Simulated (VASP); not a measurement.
Runs of VASP 6.6.1 on Ca. The structure is that of space group Im-3m (No. 229), or close to it. The cells are those of the table. This isn't the form of Ca at room conditions, which is fcc.

```csv
cell,gap on the mesh (eV),pressure (GPa)
"a = 3.981 Å, angles 109.5°, 1 atom",none,(b)
"a = 3.948 Å, angles 109.5°, 1 atom",none,-1.3
"a = 3.773 Å, angles 109.5°, 1 atom",none,1.0
"a = 3.880 Å, angles 109.5°, 1 atom",none,-0.6
"a = 3.810 Å, angles 109.5°, 1 atom",none,(a)
"a = 3.914 Å, angles 109.5°, 1 atom",none,-1.0
"a = 3.845 Å, angles 109.5°, 1 atom",none,-0.1
```

Alike in all rows: task single point; level r2SCAN; potentials or basis VASP PAW PBE potentials, release 64 (Ca_sv); no spin polarisation; k mesh 9 × 9 × 9; cutoff (eV) 520; smearing methfessel-paxton 0.1 eV.

Task: Estimate the missing entries.

Result: (a) 0.4; (b) -1.7.

Caveats: the PAW data sets were made with another functional, which shifts forces and pressure a little.

A gap of «none» marks levels without a gap at the run's occupations.
